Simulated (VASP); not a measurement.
# TlOs (Fd-3m) in VASP: notebook

The runs below take TlOs through single point, relaxation of cell and atoms, with PBE.

Program: VASP 6.6.1. These are calculated values, not measurements. Logs are shortened: lines on timing, memory, paths and dates and some standing lists are left out, and cuts for length are marked.

## 1. The cell of the first run

The structure is cubic, space group Fd-3m (No. 227). Conventional cell: a = 6.722 Å, b = 6.722 Å, c = 6.722 Å, α = 90.00°, β = 90.00°, γ = 90.00°. Within 3.8 Å of Tl (site symmetry -43m) lie 4 Tl at 2.91 Å and 10 Os at 2.91 to 3.36 Å. Os (site symmetry -43m) has 10 Tl at 2.91 to 3.36 Å and 4 Os at 2.91 Å within 3.8 Å.

## 2. Single point, PBE

Contents of INCAR:

```
SYSTEM = TlOs
  PREC = Accurate
  ENCUT = 520
  EDIFF = 1E-6
  ISMEAR = 0
  SIGMA = 0.1
  LREAL = .FALSE.
  LASPH = .TRUE.
  NELM = 60
  ALGO = Normal
  ISIF = 2
  LWAVE = .FALSE.
  LCHARG = .TRUE.
  GGA = PE
  LELF = .TRUE.
  LVHAR = .TRUE.
  NBANDS = 29
```

Contents of KPOINTS:

```
Automatic mesh
0
G
  4 4 4
  0 0 0
```

Contents of POSCAR:

```
TlOs
1.0
    0.0000000000      3.3609438715      3.3609438715
    3.3609438715      0.0000000000      3.3609438715
    3.3609438715      3.3609438715      0.0000000000
Tl Os
2 2
Direct
    0.5000000000      0.5000000000      0.5000000000
    0.7500000000      0.7500000000      0.7500000000
    0.0000000000      0.0000000000      0.0000000000
    0.2500000000      0.2500000000      0.2500000000
```

Potentials or basis: VASP PAW PBE potentials, release 64 (Tl_d, Os).

On the command line:

```
cat potpaw_PBE.64/Tl_d/POTCAR potpaw_PBE.64/Os/POTCAR > POTCAR
mpirun -np 1 vasp_std > vasp.out
```

OUTCAR:

```text
SYSTEM = TlOs
   PREC = Accurate
   ENCUT = 520
   EDIFF = 1E-6
   ISMEAR = 0
   LREAL = .FALSE.
   LASPH = .TRUE.
   NELM = 60
   ISIF = 2
   GGA = PE

 ion  position               nearest neighbor table
   1  0.500  0.500  0.500-   4 2.91   4 2.91   4 2.91   2 2.91   4 2.91   2 2.91   2 2.91   2 2.91
                             3 3.36   3 3.36   3 3.36   3 3.36   3 3.36   3 3.36
   2  0.750  0.750  0.750-   1 2.91   1 2.91   1 2.91   1 2.91   3 2.91   3 2.91   3 2.91   3 2.91
                             4 3.36   4 3.36   4 3.36   4 3.36   4 3.36   4 3.36
   3  0.000  0.000  0.000-   2 2.91   2 2.91   2 2.91   2 2.91   4 2.91   4 2.91   4 2.91   4 2.91
                             1 3.36   1 3.36   1 3.36   1 3.36   1 3.36   1 3.36
   4  0.250  0.250  0.250-   3 2.91   3 2.91   3 2.91   1 2.91   3 2.91   1 2.91   1 2.91   1 2.91
                             2 3.36   2 3.36   2 3.36   2 3.36   2 3.36   2 3.36

  LATTYP: Found a face centered cubic cell.
 ALAT       =     6.7218877430

  Lattice vectors:

 A1 = (   0.0000000000,   3.3609438715,   3.3609438715)
 A2 = (   3.3609438715,   0.0000000000,   3.3609438715)
 A3 = (   3.3609438715,   3.3609438715,   0.0000000000)

Analysis of symmetry for initial positions (statically):
=====================================================================
 Subroutine PRICEL returns:
 Original cell was already a primitive cell.

 Routine SETGRP: Setting up the symmetry group for a
 face centered cubic supercell.

 Subroutine GETGRP returns: Found 48 space group operations
 (whereof 24 operations were pure point group operations)
 out of a pool of 48 trial point group operations.

The static configuration has the point symmetry T_d .
 The point group associated with its full space group is O_h .

Analysis of symmetry for dynamics (positions and initial velocities):
=====================================================================
 Subroutine PRICEL returns:
 Original cell was already a primitive cell.

 Routine SETGRP: Setting up the symmetry group for a
 face centered cubic supercell.

 Subroutine GETGRP returns: Found 48 space group operations
 (whereof 24 operations were pure point group operations)
 out of a pool of 48 trial point group operations.

The dynamic configuration has the point symmetry T_d .
 The point group associated with its full space group is O_h .

 Subroutine INISYM returns: Found 48 space group operations
 (whereof 24 operations are pure point group operations),
 and found     1 'primitive' translations

----------------------------------------------------------------------------------------

                                     Primitive cell

  volume of cell :      75.9301

  direct lattice vectors                    reciprocal lattice vectors
     0.000000000  3.360943871  3.360943871    -0.148767733  0.148767733  0.148767733
     3.360943871  0.000000000  3.360943871     0.148767733 -0.148767733  0.148767733
     3.360943871  3.360943871  0.000000000     0.148767733  0.148767733 -0.148767733

  length of vectors
     4.753092405  4.753092405  4.753092405     0.257673272  0.257673272  0.257673272

  position of ions in fractional coordinates (direct lattice)
     0.500000000  0.500000000  0.500000000
     0.750000000  0.750000000  0.750000000
     0.000000000  0.000000000  0.000000000
     0.250000000  0.250000000  0.250000000

  ion indices of the primitive-cell ions
   primitive index   ion index
                 1           1
                 2           2
                 3           3
                 4           4

----------------------------------------------------------------------------------------

 KPOINTS: Automatic mesh

Automatic generation of k-mesh.
 Grid dimensions read from file:
 generate k-points for:    4    4    4

 Generating k-lattice:

  Cartesian coordinates                     Fractional coordinates (reciprocal lattice)
    -0.037191933  0.037191933  0.037191933     0.250000000  0.000000000  0.000000000
     0.037191933 -0.037191933  0.037191933     0.000000000  0.250000000  0.000000000
     0.037191933  0.037191933 -0.037191933     0.000000000  0.000000000  0.250000000

  Length of vectors
     0.064418318  0.064418318  0.064418318

  Shift w.r.t. Gamma in fractional coordinates (k-lattice)
     0.000000000  0.000000000  0.000000000

 Subroutine IBZKPT returns following result:
 ===========================================

 Found      8 irreducible k-points:

 Following reciprocal coordinates:
            Coordinates               Weight
  0.000000  0.000000  0.000000      1.000000
  0.250000  0.000000  0.000000      8.000000
  0.500000  0.000000  0.000000      4.000000
  0.250000  0.250000  0.000000      6.000000
  0.500000  0.250000  0.000000     24.000000
 -0.250000  0.250000  0.000000     12.000000
  0.500000  0.500000  0.000000      3.000000
 -0.250000  0.500000  0.250000      6.000000
   k-points           NKPTS =      8   k-points in BZ     NKDIM =      8   number of bands    NBANDS=     29
   number of dos      NEDOS =    301   number of ions     NIONS =      4
   total plane-waves  NPLWV =  46656
   dimension x,y,z NGX =    36 NGY =   36 NGZ =   36
   dimension x,y,z NGXF=    72 NGYF=   72 NGZF=   72
   ions per type =               2   2
   NGX,Y,Z   is equivalent  to a cutoff of  12.59, 12.59, 12.59 a.u.
   NGXF,Y,Z  is equivalent  to a cutoff of  25.18, 25.18, 25.18 a.u.
 SYSTEM =  TlOs
   PREC   = accura    normal or accurate (medium, high low for compatibility)
   ISTART =      0    job   : 0-new  1-cont  2-samecut
   ICHARG =      2    charge: 1-file 2-atom 10-const
   ISPIN  =      1    spin polarized calculation?
   LNONCOLLINEAR =      F non collinear calculations
   LSORBIT =      F    spin-orbit coupling
   LASPH  =      T    aspherical Exc in radial PAW
   ENCUT  =  520.0 eV  38.22 Ry    6.18 a.u.   8.84  8.84  8.84*2*pi/ulx,y,z
   NELM   =     60;   NELMIN=  2; NELMDL= -5     # of ELM steps
   EDIFF  = 0.1E-05   stopping-criterion for ELM
   LREAL  =      F    real-space projection
   EDIFFG = 0.1E-04   stopping-criterion for IOM
   NSW    =      0    number of steps for IOM
   IBRION =     -1    ionic relax: 0-MD 1-quasi-New 2-CG
   NFREE  =      0    steps in history (QN), initial steepest desc. (CG)
   ISIF   =      2    stress and relaxation
   ISYM   =      2    0-nonsym 1-usesym 2-fastsym
   POTIM  = 0.5000    time-step for ionic-motion
   TEBEG  =    0.0;   TEEND  =   0.0 temperature during run
   PSTRESS=    0.0 pullay stress
   NELECT =      42.0000    total number of electrons
   NUPDOWN=      -1.0000    fix difference up-down
   EMIN   =  10.00;   EMAX   =-10.00  energy-range for DOS
   EFERMI =   0.00;   METHOD = LEGACY
   ISMEAR =     0;   SIGMA  =   0.10  broadening in eV -4-tet -1-fermi 0-gaus
   EFERMI_NEDOS =   21; number of points for ismear=-14 and -15
   IALGO  =     38    algorithm
   IMIX   =      4    mixing-type and parameters
     AMIX     =   0.40;   BMIX     =  1.00
     AMIX_MAG =   1.60;   BMIX_MAG =  1.00
  volume/ion in A,a.u.               =      18.98       128.10
  Fermi-wavevector in a.u.,A,eV,Ry     =   1.343858  2.539523 24.571495  1.805954
  Thomas-Fermi vector in A             =   2.471898
   LORBIT       =      0    0 simple, 1 ext, 2 COOP (PROOUT), +10 PAW based schemes
   GGA     = PE    functional components
   LHFCALC =     F    Hartree Fock is set to
   AEXX    =    0.0000 exact exchange contribution
   IVDW    =     0    specifies the selected vdW correction
   LEPSILON=     F    determine dielectric tensor
   LRPA    =     F    only Hartree local field effects (RPA)
 non-spin polarized calculation
 Gauss-broadening in eV      SIGMA  =   0.10
  energy-cutoff  :      520.00
  volume of cell :       75.93
 maximum number of plane-waves:      2085
   NGX = 17   NGY = 17   NGZ = 17

 number of electron      42.0000005 magnetization

 Free energy of the ion-electron system (eV)
  ---------------------------------------------------
  ext. energy  EPLUGINS =         0.00000000
  ---------------------------------------------------
  free energy    TOTEN  =       -21.52758322 eV

  energy without entropy =      -21.49616101  energy(sigma->0) =      -21.51187211

 E-fermi :   8.4154     XC(G=0): -12.3492

 val. band max:        8.3296344181   @ k =   0.2500   0.2500   0.0000
 cond. band min:       8.4354377298   @ k =  -0.2500   0.5000   0.2500
 fundamental gap:      0.1058033117
 Fermi energy:         8.4153836660

 k-point     1 :       0.0000    0.0000    0.0000
  band No.  band energies     occupation
      1      -3.5729      2.00000
      2      -3.5729      2.00000
      3      -3.5538      2.00000
      4      -3.5538      2.00000
      5      -3.5538      2.00000
      6      -2.8377      2.00000
[... 21 lines left out ...]
     28      14.4470      0.00000
     29      14.4470      0.00000

 k-point     2 :       0.2500    0.0000    0.0000
  band No.  band energies     occupation
      1      -3.6366      2.00000
      2      -3.6366      2.00000
      3      -3.6028      2.00000
      4      -3.4225      2.00000
      5      -3.4225      2.00000
      6      -2.9465      2.00000
[... 21 lines left out ...]
     28      12.8860      0.00000
     29      12.8860      0.00000

 k-point     3 :       0.5000    0.0000    0.0000
  band No.  band energies     occupation
      1      -3.6526      2.00000
      2      -3.6526      2.00000
      3      -3.6040      2.00000
      4      -3.3558      2.00000
      5      -3.3558      2.00000
      6      -3.0619      2.00000
[... 21 lines left out ...]
     28      12.7372      0.00000
     29      16.7246      0.00000

 k-point     4 :       0.2500    0.2500    0.0000
  band No.  band energies     occupation
      1      -3.6889      2.00000
      2      -3.6300      2.00000
      3      -3.6300      2.00000
      4      -3.4070      2.00000
      5      -3.2509      2.00000
      6      -3.2157      2.00000
[... 21 lines left out ...]
     28      14.2487      0.00000
     29      15.4905      0.00000

 k-point     5 :       0.5000    0.2500    0.0000
  band No.  band energies     occupation
      1      -3.7603      2.00000
      2      -3.6717      2.00000
      3      -3.5863      2.00000
      4      -3.2967      2.00000
      5      -3.2385      2.00000
      6      -3.1713      2.00000
[... 21 lines left out ...]
     28      15.6692      0.00000
     29      16.7679      0.00000

 k-point     6 :      -0.2500    0.2500    0.0000
  band No.  band energies     occupation
      1      -3.7450      2.00000
      2      -3.6850      2.00000
      3      -3.5239      2.00000
      4      -3.3863      2.00000
      5      -3.2050      2.00000
      6      -3.1003      2.00000
[... 21 lines left out ...]
     28      15.4622      0.00000
     29      16.0690      0.00000

 k-point     7 :       0.5000    0.5000    0.0000
  band No.  band energies     occupation
      1      -3.6773      2.00000
      2      -3.6773      2.00000
      3      -3.6386      2.00000
      4      -3.6386      2.00000
      5      -3.0231      2.00000
      6      -3.0231      2.00000
[... 21 lines left out ...]
     28      17.8967      0.00000
     29      18.0093      0.00000

 k-point     8 :      -0.2500    0.5000    0.2500
  band No.  band energies     occupation
      1      -3.7644      2.00000
      2      -3.7644      2.00000
      3      -3.4115      2.00000
      4      -3.4115      2.00000
      5      -3.1399      2.00000
      6      -3.1399      2.00000
[... 21 lines left out ...]
     28      14.4336      0.00000
     29      18.3332      0.00000

------------------------ aborting loop because EDIFF is reached ----------------------------------------

  FORCE on cell =-STRESS in cart. coord.  units (eV):
  Direction    XX          YY          ZZ          XY          YZ          ZX
  --------------------------------------------------------------------------------------
  -------------------------------------------------------------------------------------
  Total       -0.1384214     -0.1384214     -0.1384214     -0.0000000      0.0000000     -0.0000000
  in kB       -2.9207875     -2.9207875     -2.9207875     -0.0000000      0.0000000     -0.0000000
  external PRESSURE =      -2.9207875 kB  Pullay stress =       0.0000000 kB

 VOLUME and BASIS-vectors are now :
 -----------------------------------------------------------------------------
  energy-cutoff  :      520.00
  volume of cell :       75.93
      direct lattice vectors                 reciprocal lattice vectors
     0.000000000  3.360943871  3.360943871    -0.148767733  0.148767733  0.148767733
     3.360943871  0.000000000  3.360943871     0.148767733 -0.148767733  0.148767733
     3.360943871  3.360943871  0.000000000     0.148767733  0.148767733 -0.148767733

 POSITION                                       TOTAL-FORCE (eV/Angst)
 -----------------------------------------------------------------------------------
      3.36094      3.36094      3.36094        -0.000000     -0.000000      0.000000
      5.04142      5.04142      5.04142         0.000000     -0.000000     -0.000000
      0.00000      0.00000      0.00000        -0.000000      0.000000     -0.000000
      1.68047      1.68047      1.68047         0.000000      0.000000      0.000000
 -----------------------------------------------------------------------------------
    total drift:                                0.000000      0.000000      0.000000

  FREE ENERGIE OF THE ION-ELECTRON SYSTEM (eV)
  ---------------------------------------------------
  free  energy   TOTEN  =       -21.5275832193 eV

  energy  without entropy=      -21.4961610088  energy(sigma->0) =      -21.51187211
```

Run time: 39 s. Hardware: 1 thread of AMD EPYC 7R13, shared host; peak memory 0.21 GiB.

What came out:

- Free energy: -21.5276 eV
- Pressure: -0.3 GPa
- Band gap on the k mesh: zero (band 21 reaches 8.88 eV, above the bottom of band 22 at 8.26 eV)

Caveat: the k points lie up to 0.40 Å⁻¹ apart; spin-orbit coupling is left out, which moves the levels of the heavy elements.

## 3. Relaxation of cell and atoms, PBE

This run uses another cell than the first one, of 22.79 Å³/atom, 1.201 times its volume.

Contents of INCAR:

```
SYSTEM = TlOs
PREC = Accurate
ENCUT = 600
EDIFF = 1E-6
ISMEAR = 0
SIGMA = 0.1
LREAL = .FALSE.
LASPH = .TRUE.
NELM = 60
ALGO = Normal
ISIF = 3
LWAVE = .FALSE.
LCHARG = .FALSE.
GGA = PE
IBRION = 2
NSW = 90
EDIFFG = -0.04
```

Contents of KPOINTS:

```
regular mesh
0
G
  4 4 4
  0 0 0
```

Contents of POSCAR:

```
TlOs
1.0
    0.0000000000      3.5721181083      3.5721181083
    3.5721181083      0.0000000000      3.5721181083
    3.5721181083      3.5721181083      0.0000000000
Tl Os
2 2
Direct
    0.5000000000      0.5000000000      0.5000000000
    0.7500000000      0.7500000000      0.7500000000
    0.0000000000      0.0000000000      0.0000000000
    0.2500000000      0.2500000000      0.2500000000
```

Potentials or basis: VASP PAW PBE potentials, release 64 (Tl_d, Os).

On the command line:

```
cat potpaw_PBE.64/Tl_d/POTCAR potpaw_PBE.64/Os/POTCAR > POTCAR
mpirun -np 1 vasp_std > vasp.out
```

Wall time 2.7 min (1 thread of AMD EPYC 7R13, shared host); peak memory 0.25 GiB.

The run converged. Its results:

```yaml
Free_energy: -21.5294 eV
Relaxed_volume: 18.96 Å³/atom
Relaxed_cell: a = 4.752 Å, b = 4.752 Å, c = 4.752 Å, α = 60.00°, β = 60.00°, γ = 60.00°
Space_group_after_relaxing_to_0.05_Å: Fd-3m (No. 227)
Energy_gained_by_relaxing: 236.0 meV/atom
Ionic_steps: 4
Pressure_after_relaxing: 0.0 GPa
Band_gap_on_the_k_mesh: zero (band 21 reaches 8.90 eV, above the bottom of band 22 at 8.27 eV)
```

Step by step:
```csv
step,energy change (eV),largest force (eV/Å),pressure (GPa),volume (Å³)
1,0.0000,0.0000,-16.13,91.16
2,0.1514,0.0000,36.01,64.11
3,-0.9433,0.0000,-0.60,76.14
4,-0.9439,0.0000,-0.04,75.86
```

Final structure:
```
Tl Os
1.0
     0.00000    3.35991    3.35991
     3.35991    0.00000    3.35991
     3.35991    3.35991    0.00000
Tl Os
2 2
Direct
  0.50000 0.50000 0.50000
  0.75000 0.75000 0.75000
  0.00000 0.00000 0.00000
  0.25000 0.25000 0.25000
```

Levels at points of the mesh, in eV from the Fermi level:
| k point | band 18 | band 19 | band 20 | band 21 | band 22 | band 23 | band 24 | band 25 |
| --- | --- | --- | --- | --- | --- | --- | --- | --- |
| (0.00, 0.00, 0.00) | -1.63 | -1.63 | -1.06 | 0.47 | 0.47 | 0.98 | 3.43 | 3.43 |
| (0.50, 0.00, 0.00) | -1.31 | -0.59 | -0.59 | -0.11 | -0.11 | 0.89 | 3.69 | 3.69 |
| (0.50, 0.50, 0.00) | -1.91 | -1.19 | -1.19 | -0.16 | -0.16 | 0.14 | 0.14 | 2.50 |

Caveat: the k points lie up to 0.40 Å⁻¹ apart in the final cell; the volume moved by over 15 % at a fixed basis, so the end points are rough; spin-orbit coupling is left out, which moves the levels of the heavy elements.
